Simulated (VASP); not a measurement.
# H (P6_3/mmc) in VASP: settings compared, part 2 of 2

VASP 6.6.1.

## 4. Electric field gradients, LDA (5.92 Å³/atom)

This run uses another cell than the first one, of 5.92 Å³/atom.

Contents of INCAR:

```
ALGO = Normal
EDIFF = 1E-8
ENCUT = 400
GGA_COMPAT = F
ISIF = 2
ISMEAR = -1
LASPH = T
LCHARG = F
LEFG = T
LREAL = F
LWAVE = F
NBANDS = 8
NELM = 120
PREC = Accurate
SIGMA = 0.03
```

Contents of KPOINTS:

```
k-points
0
Gamma
  13 13 7
```

Contents of POSCAR:

```
H
1.0
    2.0415156772      0.0000000000      0.0000000000
   -1.0207578387      1.7680044387      0.0000000000
    0.0000000000      0.0000000000      3.2795969902
H
2
Direct
    0.3333333333      0.6666666667      0.2500000000
    0.6666666667      0.3333333333      0.7500000000
```

Potentials or basis: VASP PAW LDA potentials, release 64 (H).

Launch:

```
$ cat potpaw_LDA.64/H/POTCAR > POTCAR
$ mpirun -np 1 vasp_std > vasp.out
```

OUTCAR:

```text
EDIFF = 1E-8
   ENCUT = 400
   ISIF = 2
   ISMEAR = -1
   LASPH = T
   LREAL = F
   NELM = 120
   PREC = Accurate

 ion  position               nearest neighbor table
   1  0.333  0.667  0.250-
   2  0.667  0.333  0.750-

  LATTYP: Found a hexagonal cell.
 ALAT       =     2.0415156772
 C/A-ratio  =     1.6064520233

  Lattice vectors:

 A1 = (   2.0415156772,   0.0000000000,   0.0000000000)
 A2 = (  -1.0207578387,   1.7680044387,   0.0000000000)
 A3 = (   0.0000000000,   0.0000000000,   3.2795969902)

Analysis of symmetry for initial positions (statically):
=====================================================================
 Subroutine PRICEL returns:
 Original cell was already a primitive cell.

 Routine SETGRP: Setting up the symmetry group for a
 hexagonal supercell.

 Subroutine GETGRP returns: Found 24 space group operations
 (whereof 12 operations were pure point group operations)
 out of a pool of 24 trial point group operations.

The static configuration has the point symmetry D_3d.
 The point group associated with its full space group is D_6h.

Analysis of symmetry for dynamics (positions and initial velocities):
=====================================================================
 Subroutine PRICEL returns:
 Original cell was already a primitive cell.

 Routine SETGRP: Setting up the symmetry group for a
 hexagonal supercell.

 Subroutine GETGRP returns: Found 24 space group operations
 (whereof 12 operations were pure point group operations)
 out of a pool of 24 trial point group operations.

The dynamic configuration has the point symmetry D_3d.
 The point group associated with its full space group is D_6h.

 Subroutine INISYM returns: Found 24 space group operations
 (whereof 12 operations are pure point group operations),
 and found     1 'primitive' translations

----------------------------------------------------------------------------------------

                                     Primitive cell

  volume of cell :      11.8374

  direct lattice vectors                    reciprocal lattice vectors
     2.041515677  0.000000000  0.000000000     0.489832143  0.282804720  0.000000000
    -1.020757839  1.768004439  0.000000000     0.000000000  0.565609440  0.000000000
     0.000000000  0.000000000  3.279596990     0.000000000  0.000000000  0.304915513

  length of vectors
     2.041515677  2.041515677  3.279596990     0.565609440  0.565609440  0.304915513

  position of ions in fractional coordinates (direct lattice)
     0.333333333  0.666666667  0.250000000
     0.666666667  0.333333333  0.750000000

  ion indices of the primitive-cell ions
   primitive index   ion index
                 1           1
                 2           2

----------------------------------------------------------------------------------------

 KPOINTS: k-points

Automatic generation of k-mesh.
[... 76 lines left out ...]
   PSTRESS=    0.0 pullay stress
   NELECT =       2.0000    total number of electrons
   NUPDOWN=      -1.0000    fix difference up-down
   EMIN   =  10.00;   EMAX   =-10.00  energy-range for DOS
   EFERMI =   0.00;   METHOD = LEGACY
   ISMEAR =    -1;   SIGMA  =   0.03  broadening in eV -4-tet -1-fermi 0-gaus
   EFERMI_NEDOS =   21; number of points for ismear=-14 and -15
   IALGO  =     38    algorithm
   IMIX   =      4    mixing-type and parameters
     AMIX     =   0.40;   BMIX     =  1.00
     AMIX_MAG =   1.60;   BMIX_MAG =  1.00
  volume/ion in A,a.u.               =       5.92        39.94
  Fermi-wavevector in a.u.,A,eV,Ry     =   0.905036  1.710271 11.144405  0.819091
  Thomas-Fermi vector in A             =   2.028555
   LORBIT       =      0    0 simple, 1 ext, 2 COOP (PROOUT), +10 PAW based schemes
   GGA     = CA    functional components
   LHFCALC =     F    Hartree Fock is set to
   AEXX    =    0.0000 exact exchange contribution
   IVDW    =     0    specifies the selected vdW correction
   LEPSILON=     F    determine dielectric tensor
   LRPA    =     F    only Hartree local field effects (RPA)
 non-spin polarized calculation
  energy-cutoff  :      400.00
  volume of cell :       11.84
 maximum number of plane-waves:       233
 NGX is ok and might be reduce to    14
   NGX =  7   NGY =  7   NGZ = 11

 number of electron       1.9999999 magnetization

 Free energy of the ion-electron system (eV)
  ---------------------------------------------------
  ext. energy  EPLUGINS =         0.00000000
  ---------------------------------------------------
  free energy    TOTEN  =        -4.13305494 eV

  energy without entropy =       -4.13107492  energy(sigma->0) =       -4.13206493

 E-fermi :  -1.3645     XC(G=0):  -8.9563

 val. band max:       -1.3756377278   @ k =   0.0769   0.0769   0.1429
 cond. band min:      -1.3614994360   @ k =   0.2308   0.0769   0.2857
 fundamental gap:      0.0141382918
 Fermi energy:        -1.3644960309

 k-point     1 :       0.0000    0.0000    0.0000
  band No.  band energies     occupation
      1     -11.0589      2.00000
      2      -0.6879      0.00000
      3       6.5539      0.00000
      4      31.4483      0.00000
      5      31.8407      0.00000
      6      38.1593      0.00000
      7      38.1593      0.00000
      8      40.0355      0.00000
[... 243 lines left out ...]
 k-point    24 :       0.1538    0.0000    0.1429
  band No.  band energies     occupation
      1      -9.7152      2.00000
      2      -1.1406      0.00115
      3       9.5281      0.00000
      4      23.7702      0.00000
      5      27.1361      0.00000
      6      33.1880      0.00000
      7      34.7268      0.00000
      8      38.3069      0.00000

 [... further k-points ...]

------------------------ aborting loop because EDIFF is reached ----------------------------------------

  FORCE on cell =-STRESS in cart. coord.  units (eV):
  Direction    XX          YY          ZZ          XY          YZ          ZX
  --------------------------------------------------------------------------------------
  -------------------------------------------------------------------------------------
  Total       -1.8568469     -1.8568469     -2.1056404      0.0000000     -0.0000000     -0.0000000
  in kB     -251.3217750   -251.3217750   -284.9956523      0.0000000     -0.0000000     -0.0000000
  external PRESSURE =    -262.5464008 kB  Pullay stress =       0.0000000 kB

 VOLUME and BASIS-vectors are now :
 -----------------------------------------------------------------------------
  energy-cutoff  :      400.00
  volume of cell :       11.84
      direct lattice vectors                 reciprocal lattice vectors
     2.041515677  0.000000000  0.000000000     0.489832143  0.282804720  0.000000000
    -1.020757839  1.768004439  0.000000000     0.000000000  0.565609440  0.000000000
     0.000000000  0.000000000  3.279596990     0.000000000  0.000000000  0.304915513

 POSITION                                       TOTAL-FORCE (eV/Angst)
 -----------------------------------------------------------------------------------
     -0.00000      1.17867      0.81990         0.000000      0.000000      0.000000
      1.02076      0.58933      2.45970        -0.000000     -0.000000      0.000000
 -----------------------------------------------------------------------------------
    total drift:                               -0.000000      0.000000     -0.000000

  FREE ENERGIE OF THE ION-ELECTRON SYSTEM (eV)
  ---------------------------------------------------
  free  energy   TOTEN  =        -4.1330549405 eV

  energy  without entropy=       -4.1310749245  energy(sigma->0) =       -4.13206493

 Electric field gradients (V/A^2)
---------------------------------------------------------------------
 ion       V_xx      V_yy      V_zz      V_xy      V_xz      V_yz
---------------------------------------------------------------------
   1       0.040     0.039    -0.079    -0.001     0.000    -0.000
   2       0.040     0.039    -0.079    -0.001    -0.000     0.000
---------------------------------------------------------------------

 Electric field gradients after diagonalization (V/A^2)
 (convention: |V_zz| > |V_xx| > |V_yy|)
----------------------------------------------------------------------
 ion       V_xx      V_yy      V_zz     asymmetry (V_yy - V_xx)/ V_zz
----------------------------------------------------------------------
   1       0.041     0.038    -0.079       0.028
   2       0.041     0.038    -0.079       0.028
----------------------------------------------------------------------

           NMR quadrupolar parameters

 Cq : quadrupolar parameter    Cq=e*Q*V_zz/h
 eta: asymmetry parameters     (V_yy - V_xx)/ V_zz
 Q  : nuclear electric quadrupole moment in mb (millibarn)
----------------------------------------------------------------------
 ion       Cq(MHz)       eta       Q (mb)
----------------------------------------------------------------------
   1      -0.000       0.028       1.000
   2      -0.000       0.028       1.000
----------------------------------------------------------------------
```

Run time: 3.8 s. Hardware: 1 thread of Intel Xeon Platinum 8259CL at 2.50GHz (Skylake/Cascade Lake), shared host; peak memory 0.1 GiB.

Results:

```yaml
Free_energy: -4.1331 eV
Pressure: -26.3 GPa
Band_gap_on_the_k_mesh: zero (bands 1 and 2 overlap by 8.53 eV)
Largest_electric_field_gradient_by_atom: H -0.08 V/Å²
```

Stress tensor (GPa, compression positive):
```
-25.13   0.00   0.00
  0.00 -25.13   0.00
  0.00   0.00 -28.50
```

Caveat: the cell stands under tension; the atoms stand far beyond bonding distance, and open shells without spin polarisation read as a metal; without QUAD_EFG the Cq values of the log hold for a quadrupole moment of 1 mb, not for the nuclei.

## 5. Overview

```csv
level,potentials or basis,cell,gap on the mesh (eV),pressure (GPa)
PBEsol,"VASP PAW PBE potentials, release 64 (H)","a = 1.988, b = 1.988, c = 3.193 Å, angles 90.0, 90.0, 120.0°, 2 atoms",none,-26.5
LDA,"VASP PAW LDA potentials, release 64 (H)","a = 2.015, b = 2.015, c = 3.237 Å, angles 90.0, 90.0, 120.0°, 2 atoms",none,-26.5
LDA,"VASP PAW LDA potentials, release 64 (H)","a = 2.042, b = 2.042, c = 3.280 Å, angles 90.0, 90.0, 120.0°, 2 atoms",none,-26.3
```

Alike in all rows: task electric field gradients; no spin polarisation; k mesh 13 × 13 × 7; cutoff (eV) 400; smearing fermi-dirac 0.03 eV.

Caveats: the cell stands under tension; the atoms stand far beyond bonding distance, and open shells without spin polarisation read as a metal; the PAW data sets were made with another functional, which shifts forces and pressure a little (at least some runs).

Total energies depend on the potentials used, so only differences within one code and one set of settings carry meaning.

The gap in the log of VASP goes by the Fermi energy; the results here count the filled bands.